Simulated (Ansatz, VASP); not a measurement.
## Two plane-wave programs on CaIrN2

File POSCAR:

```
CaIrN2
1.0
    1.6488500006      0.9519639917      5.0094002244
   -1.6488500006      0.9519639917      5.0094002244
    0.0000000000     -1.9039279834      5.0094002244
Ir Ca N
1 1 2
Direct
    0.5000000000      0.5000000000      0.5000000000
    0.0000000000      0.0000000000      0.0000000000
    0.2308810000      0.2308810000      0.2308810000
    0.7691190000      0.7691190000      0.7691190000
```

Contents of INCAR.step1:

```
ALGO     = Normal         # electronic algorithm
EDIFF    = 1E-4           # SCF threshold, eV
ENCUT    = 520            # plane-wave cutoff, eV
GGA      = PE             # functional
ISMEAR   = -1             # smearing method
LASPH    = T              # aspherical terms in the spheres
LCHARG   = F              # write CHGCAR
LREAL    = F              # projectors in reciprocal space
LWAVE    = T              # write WAVECAR
NBANDS   = 22             # bands
NELM     = 80             # most SCF steps
PREC     = Accurate       # precision mode
SIGMA    = 0.05           # smearing width, eV
```

Contents of INCAR.step2:

```
ALGO     = Normal         # electronic algorithm
EDIFF    = 1E-6           # SCF threshold, eV
ENCUT    = 520            # plane-wave cutoff, eV
ISIF     = 2              # what is computed and relaxed
ISMEAR   = -1             # smearing method
ISTART   = 1            
LASPH    = T              # aspherical terms in the spheres
LCHARG   = T              # write CHGCAR
LELF     = T              # ELF
LMIXTAU  = T            
LREAL    = F              # projectors in reciprocal space
LVHAR    = T            
LWAVE    = F              # write WAVECAR
METAGGA  = R2SCAN         # meta-GGA
NBANDS   = 22             # bands
NELM     = 80             # most SCF steps
PREC     = Accurate       # precision mode
SIGMA    = 0.05           # smearing width, eV
```

File KPOINTS:

```
k-points
0
Gamma
  5 5 5
```

input.yaml

```yaml
crystal:
  lattice:
    - [1.6488500006, 0.9519639917, 5.0094002244]
    - [-1.6488500006, 0.9519639917, 5.0094002244]
    - [0.0, -1.9039279834, 5.0094002244]
  atoms:
    - { symbol: Ir, position: [0.5, 0.5, 0.5] }
    - { symbol: Ca, position: [0.0, 0.0, 0.0] }
    - { symbol: "N", position: [0.230881, 0.230881, 0.230881] }
    - { symbol: "N", position: [0.769119, 0.769119, 0.769119] }
hamiltonian:
  xc: r2scan
  pseudopotentials: { kind: paw }
kpoints:
  mp_grid: { grid: [5, 5, 5] }
scf:
  occupations: { method: fermi_dirac, width: 0.05 }
  n_extra_bands: 10
output:
  forces: true
  stress: true
  eigenvalues: true
  dos: { projected: true, de: 0.05, nscf_kmesh: { grid: [8, 8, 8] } }
  write_density: true
  write_potential: true
  elf: true
  volumetric_format: npy
```

Alike in both runs: functional r2SCAN; k mesh 5 × 5 × 5; occupations fermi-dirac, width 0.05 eV; no spin polarisation.

```csv
,VASP,Ansatz
version,VASP 6.6.1,Ansatz 0.2.0
potentials or method,"VASP PAW PBE potentials, release 64 (Ir, Ca_sv, N)",Ansatz PAW
plane-wave cutoff (eV),520,500
valence electrons in the cell,29,37
task,single point,projected density of states
```

```csv
,VASP,Ansatz,Ansatz less VASP
gap on the k mesh at the Fermi level (eV),none,none,-
pressure (GPa),-3.1,-5.4,-2.26
"traceless stress, the component that is largest in VASP (GPa)",0.66,1.15,+0.488
rms of the force components (eV/Å),0.005,0.036,+0.0308
```

VASP's potentials were made for PBE, not for r2SCAN. Atom by atom the forces differ by 0.040 eV/Å (rms over components). A gap of «none» marks a metal or a gap that the smearing closes. VASP's potentials hold 29 valence electrons a cell and Ansatz's 37, so a difference there can come from the potentials and not from the codes.

The k mesh is coarse, so the values compare programs but aren't converged. Neither program's run includes spin-orbit coupling.
